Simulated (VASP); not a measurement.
# LiF (a cell with a defect) in VASP: relaxation of the atoms with PBEsol

Aim: the relaxation of the atoms of LiF (a cell with a defect) with PBEsol.

All numbers are computed with VASP 6.6.1; they aren't measurements. Logs are shortened: lines on timing, memory, paths and dates and some standing lists are left out, and cuts for length are marked.

**1. The cell of the first run**

The cell holds a defect, 62 atoms: a = 8.015 Å, b = 8.015 Å, c = 8.015 Å, α = 90.00°, β = 90.00°, γ = 90.00°.

**2. Relaxation of the atoms, PBEsol**

Contents of INCAR:

```
SYSTEM = LiF
  PREC = Accurate
  ENCUT = 650
  EDIFF = 1E-7
  ISMEAR = -1
  SIGMA = 0.05
  LREAL = Auto
  LASPH = .TRUE.
  NELM = 120
  ALGO = Normal
  ISIF = 2
  LWAVE = .FALSE.
  LCHARG = .FALSE.
  GGA = PS
  IBRION = 2
  NSW = 100
  EDIFFG = -0.03
  ISYM = -1
  GGA_COMPAT = .FALSE.
  NELMIN = 4
  KPAR = 1
```

Contents of KPOINTS:

```
explicit points
1
Reciprocal
  0.25000000   0.25000000   0.25000000 1
```

Contents of POSCAR:

```
LiF
1.0
    8.0151850000      0.0000000000      0.0000000000
    0.0000000000      8.0151850000      0.0000000000
    0.0000000000      0.0000000000      8.0151850000
F Li
31 31
Direct
    0.2497780000      0.9987650000      0.0010210000
    0.2477320000      0.5027470000      0.9989120000
    0.2528610000      0.4992000000      0.5018290000
    0.7514210000      0.9926500000      0.0028050000
    0.7517130000      0.9978130000      0.5008170000
    0.7533110000      0.5038610000      0.9985500000
    0.7477150000      0.4998340000      0.4973120000
    0.9949400000      0.2484740000      0.9976120000
    0.9953350000      0.2503230000      0.4987570000
    0.0016100000      0.7493130000      0.9996560000
    0.0011470000      0.7493430000      0.4988730000
    0.5005180000      0.2515450000      0.9995950000
    0.5059260000      0.2489690000      0.4966210000
    0.4975030000      0.7482230000      0.9981430000
    0.4983000000      0.7496670000      0.4967210000
    0.0024700000      0.0040330000      0.2494670000
    0.9986180000      0.9971230000      0.7489410000
    0.0018270000      0.5051230000      0.2567920000
    0.9987970000      0.5027980000      0.7468410000
    0.4991140000      0.0002670000      0.2512740000
    0.4979020000      0.9990250000      0.7502980000
    0.5033260000      0.5004880000      0.2518980000
    0.4977600000      0.5031720000      0.7478900000
    0.2522940000      0.2494020000      0.2509610000
    0.2516450000      0.2513020000      0.7479670000
    0.2470060000      0.7463330000      0.2502290000
    0.2492710000      0.7464750000      0.7537700000
    0.7507460000      0.2489910000      0.2526850000
    0.7487740000      0.2508920000      0.7488500000
    0.7463390000      0.7519550000      0.2497380000
    0.7507530000      0.7479480000      0.7519830000
    0.9979400000      0.0001450000      0.0010170000
    0.9990180000      0.9981150000      0.4939410000
    0.9951120000      0.4989920000      0.0010380000
    0.9980200000      0.4997720000      0.5032870000
    0.4996290000      0.9992170000      0.0019750000
    0.4969060000      0.0014270000      0.4995780000
    0.4985790000      0.5011340000      0.9999190000
    0.2499630000      0.2501240000      0.0017200000
    0.2522830000      0.2531450000      0.5021670000
    0.2506990000      0.7527350000      0.9986870000
    0.2491290000      0.7487450000      0.4993410000
    0.7487750000      0.2462830000      0.9967160000
    0.7508930000      0.2508790000      0.4999110000
    0.7552180000      0.7554050000      0.0006450000
    0.7481430000      0.7488960000      0.5025700000
    0.2520790000      0.0003830000      0.2513100000
    0.2494080000      0.0029660000      0.7505650000
    0.2512450000      0.4975470000      0.2517490000
    0.2460200000      0.4999670000      0.7489560000
    0.7512720000      0.0082420000      0.2492640000
    0.7504600000      0.9983570000      0.7557810000
    0.7545240000      0.4971150000      0.2546460000
    0.7545950000      0.5008130000      0.7484600000
    0.9970460000      0.2501790000      0.2533280000
    0.9974260000      0.2513930000      0.7498620000
    0.0005050000      0.7534380000      0.2477780000
    0.9997710000      0.7493650000      0.7534950000
    0.5024030000      0.2494470000      0.2467630000
    0.4941510000      0.2480200000      0.7504970000
    0.5011530000      0.7513040000      0.2529740000
    0.4996400000      0.7516940000      0.7487790000
```

Potentials or basis: VASP PAW PBE potentials, release 64 (F, Li_sv).

The run is started by

```console
> cat potpaw_PBE.64/F/POTCAR potpaw_PBE.64/Li_sv/POTCAR > POTCAR
> mpirun -np 4 vasp_std > vasp.out
```

OUTCAR:

```text
SYSTEM = LiF
   PREC = Accurate
   ENCUT = 650
   EDIFF = 1E-7
   ISMEAR = -1
   LREAL = Auto
   LASPH = .TRUE.
   NELM = 120
   ISIF = 2
   GGA = PS
   IBRION = 2
   NSW = 100
   EDIFFG = -0.03
   ISYM = -1
   NELMIN = 4

 ion  position               nearest neighbor table
   1  0.250  0.999  0.001-  41 1.97  36 2.00  47 2.01  48 2.01  39 2.01  32 2.02
   2  0.248  0.503  0.999-  50 2.00  41 2.00  38 2.01  39 2.03  34 2.03  49 2.03
   3  0.253  0.499  0.502-  40 1.97  50 1.98  42 2.00  49 2.00  35 2.04
   4  0.751  0.993  0.003-  45 1.90  32 1.98  51 1.98  52 1.98  36 2.02  43 2.03
   5  0.752  0.998  0.501-  33 1.98  46 2.00  51 2.02  44 2.03  37 2.04  52 2.04
   6  0.753  0.504  0.999-  34 1.94  54 2.00  45 2.02  38 2.04  53 2.05  43 2.06
   7  0.748  0.500  0.497-  53 1.95  44 2.00  46 2.00  35 2.01  54 2.01
   8  0.995  0.248  0.998-  43 1.97  56 1.99  32 1.99  34 2.01  39 2.04  55 2.05
   9  0.995  0.250  0.499-  44 1.96  55 1.97  35 2.00  56 2.01  33 2.02  40 2.06
  10  0.002  0.749  1.000-  58 1.97  45 1.98  57 1.99  41 2.00  34 2.01  32 2.01
  11  0.001  0.749  0.499-  42 1.99  33 1.99  35 2.00  57 2.01  46 2.03  58 2.04
  12  0.501  0.252  1.000-  59 1.98  43 1.99  60 2.00  38 2.00  39 2.01  36 2.02
  13  0.506  0.249  0.497-  44 1.96  37 1.99  59 2.00  40 2.03  60 2.04
  14  0.498  0.748  0.998-  41 1.98  38 1.98  62 2.00  36 2.01  61 2.04  45 2.07
  15  0.498  0.750  0.497-  61 1.95  42 2.00  46 2.00  37 2.02  62 2.02
  16  0.002  0.004  0.249-  33 1.96  55 1.97  32 1.99  47 2.00  57 2.01  51 2.01
  17  0.999  0.997  0.749-  58 1.99  52 1.99  48 2.01  32 2.02  56 2.04  33 2.04
[... 31 lines left out ...]
  49  0.251  0.498  0.252-  24 1.99  26 1.99  18 2.00   3 2.00  22 2.02   2 2.03
  50  0.246  0.500  0.749-  27 1.98   3 1.98  19 1.98  25 1.99   2 2.00  23 2.02
  51  0.751  0.008  0.249-  28 1.93   4 1.98  16 2.01   5 2.02  20 2.02  30 2.05
  52  0.750  0.998  0.756-   4 1.98  17 1.99  31 2.01  21 2.02  29 2.02   5 2.04
  53  0.755  0.497  0.255-   7 1.95  18 1.98  28 1.99  22 2.01  30 2.04   6 2.05
  54  0.755  0.501  0.748-  19 1.96  31 1.98  29 2.00   6 2.00   7 2.01  23 2.06
  55  0.997  0.250  0.253-   9 1.97  16 1.97  28 1.97  18 2.04  24 2.05   8 2.05
  56  0.997  0.251  0.750-   8 1.99  29 1.99   9 2.01  19 2.02  25 2.04  17 2.04
  57  0.001  0.753  0.248-  26 1.98  10 1.99  18 1.99  16 2.01  11 2.01  30 2.04
  58  1.000  0.749  0.753-  10 1.97  19 1.98  17 1.99  31 2.00  27 2.00  11 2.04
  59  0.502  0.249  0.247-  12 1.98  28 1.99  20 2.00  13 2.00  24 2.00  22 2.01
  60  0.494  0.248  0.750-  25 1.94  21 2.00  12 2.00  13 2.04  29 2.04  23 2.05
  61  0.501  0.751  0.253-  15 1.95  30 1.97  20 2.00  22 2.01  26 2.04  14 2.04
  62  0.500  0.752  0.749-  21 1.98  23 1.99  14 2.00  27 2.01  31 2.01  15 2.02

IMPORTANT INFORMATION: All symmetrisations will be switched off!
NOSYMM: (Re-)initialisation of all symmetry stuff for point group C_1.

----------------------------------------------------------------------------------------

                                     Primitive cell

  volume of cell :     514.9211

  direct lattice vectors                    reciprocal lattice vectors
     8.015185000  0.000000000  0.000000000     0.124763184  0.000000000  0.000000000
     0.000000000  8.015185000  0.000000000     0.000000000  0.124763184  0.000000000
     0.000000000  0.000000000  8.015185000     0.000000000  0.000000000  0.124763184

  length of vectors
     8.015185000  8.015185000  8.015185000     0.124763184  0.124763184  0.124763184

  position of ions in fractional coordinates (direct lattice)
     0.249778000  0.998765000  0.001021000
     0.247732000  0.502747000  0.998912000
     0.252861000  0.499200000  0.501829000
     0.751421000  0.992650000  0.002805000
     0.751713000  0.997813000  0.500817000
     0.753311000  0.503861000  0.998550000
[... 54 lines left out ...]
     0.501153000  0.751304000  0.252974000
     0.499640000  0.751694000  0.748779000

  ion indices of the primitive-cell ions
   primitive index   ion index
                 1           1
                 2           2
                 3           3
                 4           4
                 5           5
                 6           6
[... 54 lines left out ...]
                61          61
                62          62

----------------------------------------------------------------------------------------

 KPOINTS: explicit points

Read explicit list of k-points.

 Found      1 k-points:

 Following reciprocal coordinates:
            Coordinates               Weight
  0.250000  0.250000  0.250000      1.000000
   k-points           NKPTS =      1   k-points in BZ     NKDIM =      1   number of bands    NBANDS=    188
   number of dos      NEDOS =    301   number of ions     NIONS =     62
   total plane-waves  NPLWV = 343000
   dimension x,y,z NGX =    70 NGY =   70 NGZ =   70
   dimension x,y,z NGXF=   140 NGYF=  140 NGZF=  140
   ions per type =              31  31
   NGX,Y,Z   is equivalent  to a cutoff of  14.52, 14.52, 14.52 a.u.
   NGXF,Y,Z  is equivalent  to a cutoff of  29.04, 29.04, 29.04 a.u.
 SYSTEM =  LiF
   PREC   = accura    normal or accurate (medium, high low for compatibility)
   ISTART =      0    job   : 0-new  1-cont  2-samecut
   ICHARG =      2    charge: 1-file 2-atom 10-const
   ISPIN  =      1    spin polarized calculation?
   LNONCOLLINEAR =      F non collinear calculations
   LSORBIT =      F    spin-orbit coupling
   LASPH  =      T    aspherical Exc in radial PAW
   ENCUT  =  650.0 eV  47.77 Ry    6.91 a.u.  16.66 16.66 16.66*2*pi/ulx,y,z
   NELM   =    120;   NELMIN=  4; NELMDL= -5     # of ELM steps
   EDIFF  = 0.1E-06   stopping-criterion for ELM
   LREAL  =      T    real-space projection
   EDIFFG = -.3E-01   stopping-criterion for IOM
   NSW    =    100    number of steps for IOM
   IBRION =      2    ionic relax: 0-MD 1-quasi-New 2-CG
   NFREE  =      1    steps in history (QN), initial steepest desc. (CG)
   ISIF   =      2    stress and relaxation
   ISYM   =     -1    0-nonsym 1-usesym 2-fastsym
   POTIM  = 0.5000    time-step for ionic-motion
   TEBEG  =    0.0;   TEEND  =   0.0 temperature during run
   PSTRESS=    0.0 pullay stress
   NELECT =     310.0000    total number of electrons
   NUPDOWN=      -1.0000    fix difference up-down
   EMIN   =  10.00;   EMAX   =-10.00  energy-range for DOS
   EFERMI =   0.00;   METHOD = LEGACY
   ISMEAR =    -1;   SIGMA  =   0.05  broadening in eV -4-tet -1-fermi 0-gaus
   EFERMI_NEDOS =   21; number of points for ismear=-14 and -15
   IALGO  =     38    algorithm
   IMIX   =      4    mixing-type and parameters
     AMIX     =   0.40;   BMIX     =  1.00
     AMIX_MAG =   1.60;   BMIX_MAG =  1.00
  volume/ion in A,a.u.               =       8.31        56.05
  Fermi-wavevector in a.u.,A,eV,Ry     =   1.382341  2.612246 25.998918  1.910867
  Thomas-Fermi vector in A             =   2.507041
   LORBIT       =      0    0 simple, 1 ext, 2 COOP (PROOUT), +10 PAW based schemes
   GGA     = PS    functional components
   LHFCALC =     F    Hartree Fock is set to
   AEXX    =    0.0000 exact exchange contribution
   IVDW    =     0    specifies the selected vdW correction
   LEPSILON=     F    determine dielectric tensor
   LRPA    =     F    only Hartree local field effects (RPA)
 conjugate gradient relaxation of ions
 non-spin polarized calculation
  energy-cutoff  :      650.00
  volume of cell :      514.92
 maximum number of plane-waves:     19339
 NGX is ok and might be reduce to    70
   NGX = 33   NGY = 33   NGZ = 33

--------------------------------------- Ionic step        1  -------------------------------------------

 number of electron     310.0000037 magnetization

 Free energy of the ion-electron system (eV)
  ---------------------------------------------------
  ext. energy  EPLUGINS =         0.00000000
  ---------------------------------------------------
  free energy    TOTEN  =      -301.48395521 eV

  energy without entropy =     -301.48395521  energy(sigma->0) =     -301.48395521

------------------------ aborting loop because EDIFF is reached ----------------------------------------

  FORCE on cell =-STRESS in cart. coord.  units (eV):
  Direction    XX          YY          ZZ          XY          YZ          ZX
  --------------------------------------------------------------------------------------
  -------------------------------------------------------------------------------------
  Total       -3.5367181     -4.4930539     -2.2427110     -0.3242564     -0.0309313     -0.1533339
  in kB      -11.0045014    -13.9801412     -6.9781974     -1.0089241     -0.0962426     -0.4770987
  external PRESSURE =     -10.6542800 kB  Pullay stress =       0.0000000 kB
[... 269 lines left out ...]
  FREE ENERGIE OF THE ION-ELECTRON SYSTEM (eV)
  ---------------------------------------------------
  free  energy   TOTEN  =      -303.8702131908 eV

  energy  without entropy=     -303.8702131908  energy(sigma->0) =     -303.87021319

[... ionic steps 4 to 7 ...]

--------------------------------------- Ionic step        8  -------------------------------------------

 number of electron     310.0000059 magnetization

------------------------ aborting loop because EDIFF is reached ----------------------------------------
[... 187 lines left out ...]
--------------------------------------- Ionic step       10  -------------------------------------------

 number of electron     310.0000056 magnetization

 Free energy of the ion-electron system (eV)
  ---------------------------------------------------
  ext. energy  EPLUGINS =         0.00000000
  ---------------------------------------------------
  free energy    TOTEN  =      -304.01834778 eV

  energy without entropy =     -304.01834778  energy(sigma->0) =     -304.01834778

 E-fermi :   0.2030     XC(G=0): -10.0604

 val. band max:       -1.0857676904   @ k =   0.2500   0.2500   0.2500
 cond. band min:       6.1578544262   @ k =   0.2500   0.2500   0.2500
 fundamental gap:      7.2436221166
 Fermi energy:         0.2029579312

 k-point     1 :       0.2500    0.2500    0.2500
  band No.  band energies     occupation
      1     -41.6641      2.00000
      2     -41.6586      2.00000
      3     -41.5156      2.00000
      4     -41.4933      2.00000
      5     -41.4876      2.00000
      6     -41.4866      2.00000
[... 159 lines left out ...]
    166      10.1899      0.00000
    167      10.5140      0.00000
 [bands above 167 left out]

------------------------ aborting loop because EDIFF is reached ----------------------------------------

  FORCE on cell =-STRESS in cart. coord.  units (eV):
  Direction    XX          YY          ZZ          XY          YZ          ZX
  --------------------------------------------------------------------------------------
  -------------------------------------------------------------------------------------
  Total       -1.1738099     -0.3777805     -0.4003732     -0.1430129     -0.1277316     -0.1474769
  in kB       -3.6523107     -1.1754645     -1.2457616     -0.4449846     -0.3974371     -0.4588744
  external PRESSURE =      -2.0245123 kB  Pullay stress =       0.0000000 kB
[... 77 lines left out ...]
  FREE ENERGIE OF THE ION-ELECTRON SYSTEM (eV)
  ---------------------------------------------------
  free  energy   TOTEN  =      -304.0183477812 eV

  energy  without entropy=     -304.0183477812  energy(sigma->0) =     -304.01834778

 reached required accuracy - stopping structural energy minimisation
```

It took 11 min on 4 MPI ranks of Intel Xeon Platinum 8488C (Sapphire Rapids), shared host; peak memory 0.31 GiB.

Results:

| Item | Value |
| --- | --- |
| Free energy | -304.0183 eV |
| Energy gained by relaxing | 40.9 meV/atom |
| Ionic steps | 10 |
| Pressure after relaxing | -0.2 GPa |
| Largest force after relaxing | 0.028 eV/Å |
| Band gap on the k mesh | 7.24 eV |

Forces on the atoms (eV/Å):
```
F    0.009 -0.005 -0.001
F    0.006  0.002  0.001
F    0.001 -0.020  0.000
F   -0.001 -0.002  0.003
F    0.014  0.005  0.001
F   -0.011  0.001  0.000
F    0.006 -0.003 -0.003
F   -0.008  0.009  0.001
F    0.026  0.011  0.000
F   -0.010 -0.013 -0.002
F    0.008 -0.002  0.003
F    0.012  0.015  0.003
F   -0.012  0.003  0.002
F    0.007 -0.011 -0.001
F    0.003  0.006  0.000
F   -0.003 -0.001  0.004
F    0.006  0.003 -0.003
F    0.000 -0.001  0.009
F    0.002 -0.001 -0.013
F   -0.002 -0.002  0.000
F    0.007  0.006  0.002
F   -0.005 -0.003  0.004
F    0.001  0.000  0.000
F   -0.004 -0.005 -0.006
F    0.003  0.002  0.008
F   -0.005  0.004 -0.008
F    0.003  0.006  0.009
F    0.004  0.003 -0.003
F    0.007  0.010  0.003
F   -0.002 -0.006 -0.011
F    0.006 -0.008  0.006
Li   0.008 -0.006 -0.004
Li   0.000 -0.002  0.001
Li  -0.008  0.005 -0.005
Li   0.006 -0.001 -0.003
Li   0.002  0.005  0.001
Li  -0.010 -0.005 -0.003
Li  -0.002 -0.007  0.003
Li  -0.001 -0.009 -0.002
Li  -0.002  0.007 -0.003
Li   0.000  0.013 -0.004
Li   0.010  0.006  0.003
Li   0.011 -0.001  0.007
Li  -0.024 -0.002 -0.006
Li   0.005 -0.004 -0.007
Li  -0.024  0.000 -0.002
Li   0.002 -0.002  0.002
Li   0.005 -0.003 -0.001
Li  -0.015  0.002  0.000
Li  -0.001  0.003 -0.007
Li   0.000 -0.003  0.009
Li   0.002  0.010 -0.004
Li  -0.011  0.002 -0.001
Li  -0.006 -0.005  0.000
Li  -0.003 -0.010 -0.004
Li   0.000 -0.002  0.010
Li  -0.003  0.005  0.003
Li   0.001  0.004 -0.002
Li  -0.012 -0.007  0.003
Li   0.003 -0.002  0.008
Li  -0.006  0.007 -0.008
Li   0.001  0.000  0.010
```

The path:
| step | energy change (eV) | largest force (eV/Å) | pressure (GPa) |
| --- | --- | --- | --- |
| 1 | 0.0000 | 2.0469 | -1.07 |
| 2 | -1.7438 | 1.1558 | -0.85 |
| 3 | -2.3863 | 0.3003 | -0.34 |
| 4 | -2.4595 | 0.1692 | -0.32 |
| 5 | -2.4973 | 0.2107 | -0.24 |
| 6 | -2.5215 | 0.0840 | -0.23 |
| 7 | -2.5281 | 0.1630 | -0.20 |
| 8 | -2.5325 | 0.0412 | -0.20 |
| 9 | -2.5327 | 0.0583 | -0.20 |
| 10 | -2.5344 | 0.0280 | -0.20 |

Final structure:
```cif
data_structure
_symmetry_space_group_name_H-M 'P 1'
_symmetry_Int_Tables_number 1
_cell_length_a 8.0152
_cell_length_b 8.0152
_cell_length_c 8.0152
_cell_angle_alpha 90.000
_cell_angle_beta 90.000
_cell_angle_gamma 90.000
_cell_volume 514.92
loop_
_atom_site_label
_atom_site_type_symbol
_atom_site_fract_x
_atom_site_fract_y
_atom_site_fract_z
_atom_site_occupancy
F1 F 0.24814 0.00039 0.00025 1
F2 F 0.24679 0.50004 0.00034 1
F3 F 0.23500 0.50032 0.50025 1
F4 F 0.75142 0.00019 0.00012 1
F5 F 0.75059 0.99971 0.50014 1
F6 F 0.75235 0.50023 0.00015 1
F7 F 0.76385 0.50039 0.50046 1
F8 F 0.00113 0.24741 0.00018 1
F9 F 0.00755 0.24028 0.50019 1
F10 F 0.00112 0.75312 0.00047 1
F11 F 0.00861 0.75997 0.50019 1
F12 F 0.49839 0.24616 0.99997 1
F13 F 0.49146 0.22867 0.50004 1
F14 F 0.49856 0.75403 0.00024 1
F15 F 0.49048 0.77172 0.50017 1
F16 F 0.00629 0.00032 0.25484 1
F17 F 0.00554 0.00002 0.74562 1
F18 F 0.00144 0.50022 0.24883 1
F19 F 0.00122 0.50014 0.75195 1
F20 F 0.49576 0.00020 0.25095 1
F21 F 0.49502 0.99991 0.74909 1
F22 F 0.49851 0.50028 0.23746 1
F23 F 0.49767 0.50017 0.76275 1
F24 F 0.25039 0.24460 0.25537 1
F25 F 0.24984 0.24416 0.74481 1
F26 F 0.25035 0.75588 0.25509 1
F27 F 0.24971 0.75577 0.74541 1
F28 F 0.74968 0.24875 0.25228 1
F29 F 0.74914 0.24837 0.74805 1
F30 F 0.74984 0.75176 0.25262 1
F31 F 0.74922 0.75174 0.74802 1
Li1 Li 0.99653 0.00060 0.00054 1
Li2 Li 0.97677 0.00010 0.50007 1
Li3 Li 0.99824 0.49983 0.00050 1
Li4 Li 0.99830 0.50037 0.50044 1
Li5 Li 0.50374 0.99988 0.00004 1
Li6 Li 0.52363 0.00032 0.50035 1
Li7 Li 0.50169 0.50065 0.00000 1
Li8 Li 0.25137 0.25547 0.00034 1
Li9 Li 0.26061 0.27849 0.50014 1
Li10 Li 0.25122 0.74465 0.00051 1
Li11 Li 0.25937 0.72200 0.50010 1
Li12 Li 0.74787 0.25339 0.99967 1
Li13 Li 0.74019 0.26165 0.50051 1
Li14 Li 0.74825 0.74707 0.00056 1
Li15 Li 0.73987 0.73889 0.50031 1
Li16 Li 0.25281 0.00032 0.22766 1
Li17 Li 0.25195 0.00010 0.77284 1
Li18 Li 0.25670 0.50009 0.25306 1
Li19 Li 0.25530 0.50012 0.74781 1
Li20 Li 0.74779 0.00033 0.24803 1
Li21 Li 0.74753 0.99965 0.75221 1
Li22 Li 0.74295 0.50020 0.25624 1
Li23 Li 0.74202 0.50050 0.74436 1
Li24 Li 0.00035 0.25221 0.25270 1
Li25 Li 0.99990 0.25163 0.74757 1
Li26 Li 0.00052 0.74853 0.25227 1
Li27 Li 0.00002 0.74853 0.74830 1
Li28 Li 0.50024 0.25743 0.25584 1
Li29 Li 0.49907 0.25716 0.74397 1
Li30 Li 0.49973 0.74306 0.25660 1
Li31 Li 0.49884 0.74318 0.74370 1
```

Caveat: the PAW data sets were made with another functional, which shifts forces and pressure a little.
